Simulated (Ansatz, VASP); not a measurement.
AlN: VASP beside Ansatz

Contents of POSCAR:

```
AlN
1.0
    0.0000000000      2.1350612384      2.1848764208
    2.1350612384      0.0000000000      2.1848764208
    2.1350612384      2.1350612384      0.0000000000
Al N
1 1
Direct
    0.0000000000      0.0000000000      0.0000000000
    0.2500000000      0.2500000000      0.2500000000
```

Contents of INCAR.step1:

```
ALGO = Normal ; EDIFF = 1E-4
ENCUT = 520 ; GGA = PE
ISMEAR = 0 ; LASPH = T
LCHARG = F ; LREAL = F
LWAVE = T ; NBANDS = 11
NELM = 60 ; PREC = Accurate
SIGMA = 0.01
```

File INCAR.step2:

```
ALGO = Normal ; EDIFF = 1E-6
ENCUT = 520 ; ISIF = 2
ISMEAR = 0 ; ISTART = 1
LASPH = T ; LCHARG = T
LELF = T ; LMIXTAU = T
LREAL = F ; LVHAR = T
LWAVE = F ; METAGGA = R2SCAN
NBANDS = 11 ; NELM = 60
PREC = Accurate ; SIGMA = 0.01
```

The input KPOINTS:

```
k-points
0
Gamma
  10 10 10
```

Input for Ansatz:

```yaml
crystal:
  lattice:
    - [0.0, 2.1350612384, 2.1848764208]
    - [2.1350612384, 0.0, 2.1848764208]
    - [2.1350612384, 2.1350612384, 0.0]
  atoms:
    - { symbol: Al, position: [0.0, 0.0, 0.0] }
    - { symbol: "N", position: [0.25, 0.25, 0.25] }
kpoints:
  mp_grid: { grid: [10, 10, 10] }
  band_path:
    path:
      - [0.0, 0.0, 0.0]
      - [-0.5, -0.5, 0.0]
      - [-0.375, -0.375, 0.25]
      - [-0.375, 0.0, 0.375]
      - [0.0, 0.0, 0.5]
      - [-0.5, -0.25, 0.25]
    npoints: 1
hamiltonian:
  xc: r2scan
scf:
  occupations: { method: fixed }
  n_extra_bands: 4
output:
  forces: true
  stress: true
  eigenvalues: true
```

Change from the starting cell: biaxial_xy strain -2.3%.

Alike in both runs: task single point; functional r2SCAN; k mesh 10 × 10 × 10; no spin polarisation.

```csv
,VASP,Ansatz
version,VASP 6.6.1,Ansatz 0.2.0
potentials or method,"VASP PAW PBE potentials, release 64 (Al, N)","plane waves, PAW"
plane-wave cutoff (eV),520,500
occupations,"gaussian, width 0.01 eV",fixed
valence electrons in the cell,8,8
```

```csv
,VASP,Ansatz,Ansatz less VASP
gap on the k mesh at the Fermi level (eV),3.89,3.90,+0.010
pressure (GPa),10.2,10.6,+0.36
"traceless stress, the component that is largest in VASP (GPa)",-2.35,-2.35,+0.002
```

VASP's potentials were made for PBE, not for r2SCAN.
